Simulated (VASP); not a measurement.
# CdS (P6_3mc) in VASP: further runs

The runs below take CdS through single point, with r2SCAN.

All numbers are computed with VASP 6.6.1; they aren't measurements. Logs are shortened: lines on timing, memory, paths and dates and some standing lists are left out, and cuts for length are marked.

## (1) The cell of the first run

Symmetry: P6_3mc, No. 186, hexagonal system. Conventional cell: a = 4.079 Å, b = 4.079 Å, c = 6.628 Å, α = 90.00°, β = 90.00°, γ = 120.00°. Cd (site symmetry 3m) has 4 S at 2.49 to 2.50 Å within 3.3 Å. S (site symmetry 3m) has 4 Cd at 2.49 to 2.50 Å within 3.3 Å.

## (2) Single point, r2SCAN (23.87 Å³/atom)

POSCAR

```
CdS
1.0
    4.0788355077      0.0000000000      0.0000000000
   -2.0394177539      3.5323751675      0.0000000000
    0.0000000000      0.0000000000      6.6279610766
Cd S
2 2
Direct
    0.3333333333      0.6666666667     -0.0009655226
    0.6666666667      0.3333333333      0.4990344774
    0.3333333333      0.6666666667      0.3759655226
    0.6666666667      0.3333333333      0.8759655226
```

INCAR.step1

```
SYSTEM = CdS
PREC = Accurate
ENCUT = 520
ISMEAR = 0
SIGMA = 0.02
LREAL = .False.
LASPH = .True.
NELM = 100
NBANDS = 26
GGA = PE
ALGO = Normal
EDIFF = 1E-4
LWAVE = .True.
LCHARG = .False.
```

INCAR.step2

```
SYSTEM = CdS
PREC = Accurate
ENCUT = 520
EDIFF = 1E-6
ISMEAR = 0
SIGMA = 0.02
LREAL = .False.
LASPH = .True.
NELM = 100
ALGO = Normal
ISIF = 2
LWAVE = .False.
LCHARG = .False.
METAGGA = R2SCAN
LMIXTAU = .True.
NBANDS = 26
ISTART = 1
```

KPOINTS

```
regular mesh
0
Gamma
  9 9 4
  0 0 0
```

Potentials or basis: VASP PAW PBE potentials, release 64 (Cd, S).

On the command line:

```console
$ cat potpaw_PBE.64/Cd/POTCAR potpaw_PBE.64/S/POTCAR > POTCAR
$ cp INCAR.step1 INCAR
$ mpirun -np 1 vasp_std > vasp.out
$ cp INCAR.step2 INCAR
$ mpirun -np 1 vasp_std > vasp.out
```

OUTCAR:

```text
SYSTEM = CdS
   PREC = Accurate
   ENCUT = 520
   EDIFF = 1E-6
   ISMEAR = 0
   LREAL = .False.
   LASPH = .True.
   NELM = 100
   ISIF = 2
   METAGGA = R2SCAN
   ISTART = 1

 ion  position               nearest neighbor table
   1  0.333  0.667  0.999-   4 2.49   4 2.49   4 2.49   3 2.50
   2  0.667  0.333  0.499-   3 2.49   3 2.49   3 2.49   4 2.50
   3  0.333  0.667  0.376-   2 2.49   2 2.49   2 2.49   1 2.50
   4  0.667  0.333  0.876-   1 2.49   1 2.49   1 2.49   2 2.50

  LATTYP: Found a hexagonal cell.
 ALAT       =     4.0788355077
 C/A-ratio  =     1.6249640526

  Lattice vectors:

 A1 = (   4.0788355077,   0.0000000000,   0.0000000000)
 A2 = (  -2.0394177539,   3.5323751675,   0.0000000000)
 A3 = (   0.0000000000,   0.0000000000,   6.6279610766)

Analysis of symmetry for initial positions (statically):
=====================================================================
 Subroutine PRICEL returns:
 Original cell was already a primitive cell.

 Routine SETGRP: Setting up the symmetry group for a
 hexagonal supercell.

 Subroutine GETGRP returns: Found 12 space group operations
 (whereof  6 operations were pure point group operations)
 out of a pool of 24 trial point group operations.

The static configuration has the point symmetry C_3v.
 The point group associated with its full space group is C_6v.

Analysis of symmetry for dynamics (positions and initial velocities):
=====================================================================
 Subroutine PRICEL returns:
 Original cell was already a primitive cell.

 Routine SETGRP: Setting up the symmetry group for a
 hexagonal supercell.

 Subroutine GETGRP returns: Found 12 space group operations
 (whereof  6 operations were pure point group operations)
 out of a pool of 24 trial point group operations.

The dynamic configuration has the point symmetry C_3v.
 The point group associated with its full space group is C_6v.

 Subroutine INISYM returns: Found 12 space group operations
 (whereof  6 operations are pure point group operations),
 and found     1 'primitive' translations

----------------------------------------------------------------------------------------

                                     Primitive cell

  volume of cell :      95.4955

  direct lattice vectors                    reciprocal lattice vectors
     4.078835508  0.000000000  0.000000000     0.245168014  0.141547819  0.000000000
    -2.039417754  3.532375168  0.000000000     0.000000000  0.283095638  0.000000000
[... 90 lines left out ...]
   LREAL  =      F    real-space projection
   EDIFFG = 0.1E-04   stopping-criterion for IOM
   NSW    =      0    number of steps for IOM
   IBRION =     -1    ionic relax: 0-MD 1-quasi-New 2-CG
   NFREE  =      0    steps in history (QN), initial steepest desc. (CG)
   ISIF   =      2    stress and relaxation
   ISYM   =      2    0-nonsym 1-usesym 2-fastsym
   POTIM  = 0.5000    time-step for ionic-motion
   TEBEG  =    0.0;   TEEND  =   0.0 temperature during run
   PSTRESS=    0.0 pullay stress
   NELECT =      36.0000    total number of electrons
   NUPDOWN=      -1.0000    fix difference up-down
   EMIN   =  10.00;   EMAX   =-10.00  energy-range for DOS
   EFERMI =   0.00;   METHOD = LEGACY
   ISMEAR =     0;   SIGMA  =   0.02  broadening in eV -4-tet -1-fermi 0-gaus
   EFERMI_NEDOS =   21; number of points for ismear=-14 and -15
   IALGO  =     38    algorithm
   IMIX   =      4    mixing-type and parameters
     AMIX     =   0.40;   BMIX     =  1.00
     AMIX_MAG =   1.60;   BMIX_MAG =  1.00
  volume/ion in A,a.u.               =      23.87       161.11
  Fermi-wavevector in a.u.,A,eV,Ry     =   1.182628  2.234842 19.029218  1.398608
  Thomas-Fermi vector in A             =   2.318878
   LORBIT       =      0    0 simple, 1 ext, 2 COOP (PROOUT), +10 PAW based schemes
   METAGGA = R2SCAN    functional components
   LHFCALC =     F    Hartree Fock is set to
   AEXX    =    0.0000 exact exchange contribution
   IVDW    =     0    specifies the selected vdW correction
   LEPSILON=     F    determine dielectric tensor
   LRPA    =     F    only Hartree local field effects (RPA)
 non-spin polarized calculation
 Gauss-broadening in eV      SIGMA  =   0.02
  energy-cutoff  :      520.00
  volume of cell :       95.50
 maximum number of plane-waves:      2610
   NGX = 15   NGY = 15   NGZ = 25

 number of electron      36.0000023 magnetization

 Free energy of the ion-electron system (eV)
  ---------------------------------------------------
  ext. energy  EPLUGINS =         0.00000000
  ---------------------------------------------------
  free energy    TOTEN  =       -59.29081307 eV

  energy without entropy =      -59.29081307  energy(sigma->0) =      -59.29081307

 E-fermi :   1.4753     XC(G=0):  -9.9195

 val. band max:        1.3877438911   @ k =   0.0000   0.0000   0.0000
 cond. band min:       3.1680632866   @ k =   0.0000   0.0000   0.0000
 fundamental gap:      1.7803193955
 Fermi energy:         1.4752815745

 k-point     1 :       0.0000    0.0000    0.0000
  band No.  band energies     occupation
      1     -11.7442      2.00000
      2     -11.2703      2.00000
      3      -6.7043      2.00000
      4      -6.6992      2.00000
      5      -6.6992      2.00000
      6      -6.5975      2.00000
[... 685 lines left out ...]
     25      11.2290      0.00000
     26      11.7596      0.00000

 [... further k-points ...]

------------------------ aborting loop because EDIFF is reached ----------------------------------------

  FORCE on cell =-STRESS in cart. coord.  units (eV):
  Direction    XX          YY          ZZ          XY          YZ          ZX
  --------------------------------------------------------------------------------------
  -------------------------------------------------------------------------------------
  Total        2.8024528      2.8024528      2.8058015     -0.0000000      0.0000000      0.0000000
  in kB       47.0181922     47.0181922     47.0743753     -0.0000000      0.0000000      0.0000000
  external PRESSURE =      47.0369199 kB  Pullay stress =       0.0000000 kB

 VOLUME and BASIS-vectors are now :
 -----------------------------------------------------------------------------
  energy-cutoff  :      520.00
  volume of cell :       95.50
      direct lattice vectors                 reciprocal lattice vectors
     4.078835508  0.000000000  0.000000000     0.245168014  0.141547819  0.000000000
    -2.039417754  3.532375168  0.000000000     0.000000000  0.283095638  0.000000000
     0.000000000  0.000000000  6.627961077     0.000000000  0.000000000  0.150875961

 POSITION                                       TOTAL-FORCE (eV/Angst)
 -----------------------------------------------------------------------------------
     -0.00000      2.35492      6.62156         0.000000     -0.000000      0.005751
      2.03942      1.17746      3.30758        -0.000000      0.000000      0.005751
     -0.00000      2.35492      2.49188        -0.000000      0.000000     -0.005751
      2.03942      1.17746      5.80587        -0.000000      0.000000     -0.005751
 -----------------------------------------------------------------------------------
    total drift:                                0.000000      0.000001     -0.001207

  FREE ENERGIE OF THE ION-ELECTRON SYSTEM (eV)
  ---------------------------------------------------
  free  energy   TOTEN  =       -59.2908130733 eV

  energy  without entropy=      -59.2908130733  energy(sigma->0) =      -59.29081307
```

OSZICAR.step1:

```text
N       E                     dE             d eps       ncg     rms          rms(c)
DAV:   1     0.249234523419E+03    0.24923E+03   -0.17653E+04  1872   0.128E+03
DAV:   2     0.191608711137E+00   -0.24904E+03   -0.24056E+03  2042   0.321E+02
DAV:   3    -0.130803287409E+02   -0.13272E+02   -0.13194E+02  2266   0.749E+01
DAV:   4    -0.132136189293E+02   -0.13329E+00   -0.13319E+00  2138   0.723E+00
DAV:   5    -0.132156279687E+02   -0.20090E-02   -0.20089E-02  2222   0.881E-01    0.125E+01
DAV:   6    -0.121650154466E+02    0.10506E+01   -0.18531E+00  2494   0.147E+01    0.969E+00
DAV:   7    -0.121465719455E+02    0.18444E-01   -0.83834E-01  1956   0.491E+00    0.393E+00
DAV:   8    -0.121394835436E+02    0.70884E-02   -0.11270E-01  2014   0.339E+00    0.657E-01
DAV:   9    -0.121385808324E+02    0.90271E-03   -0.17214E-02  2028   0.170E+00    0.200E-01
DAV:  10    -0.121386243101E+02   -0.43478E-04   -0.14548E-03  2064   0.439E-01    0.111E-01
DAV:  11    -0.121387404184E+02   -0.11611E-03   -0.29060E-04  2030   0.116E-01    0.811E-02
DAV:  12    -0.121387583541E+02   -0.17936E-04   -0.18004E-04  1538   0.116E-01
   1 F= -.12138758E+02 E0= -.12138758E+02  d E =-.149420E-15
```

It took 8 min on 1 thread of Intel Xeon 8259CL, shared host; peak memory 0.25 GiB.

Results:

| Property | Result |
| --- | --- |
| Free energy | -59.2908 eV |
| Pressure | 4.7 GPa |
| Largest force | 0.006 eV/Å |
| Band gap on the k mesh | 1.78 eV |

Forces on the atoms (eV/Å):
```
Cd   0.000  0.000  0.006
Cd   0.000  0.000  0.006
S    0.000  0.000 -0.006
S    0.000  0.000 -0.006
```

Caveat: the cell stands under pressure; the PAW data sets were made with another functional, which shifts forces and pressure a little.

(Continued in part 2 of 2.)
